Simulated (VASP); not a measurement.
Runs of VASP 6.6.1 on TiAl. The structure is that of space group Pm-3m (No. 221), or close to it. The cells are those of the table. 

```csv
cell,gap on the mesh (eV),pressure (GPa)
"a = 2.925 Å, 2 atoms",none,42.2
"a = 3.433 Å, 2 atoms",none,(a)
"a = 3.433, b = 3.433, c = 3.306 Å, 2 atoms",none,-16.3
"a = 3.052, b = 3.052, c = 2.925 Å, 2 atoms",none,22.6
```

Alike in all rows: task single point; level PBEsol; potentials or basis VASP PAW PBE potentials, release 64 (Ti_sv, Al); no spin polarisation; k mesh 16 × 16 × 16; cutoff (eV) 520; smearing gaussian 0.15 eV.

Task: Estimate the missing entries.

Result: (a) -17.7.

Caveats: the PAW data sets were made with another functional, which shifts forces and pressure a little; the cell stands under pressure (at least some runs); the cell stands under tension (at least some runs).

A gap of «none» marks levels without a gap at the run's occupations.
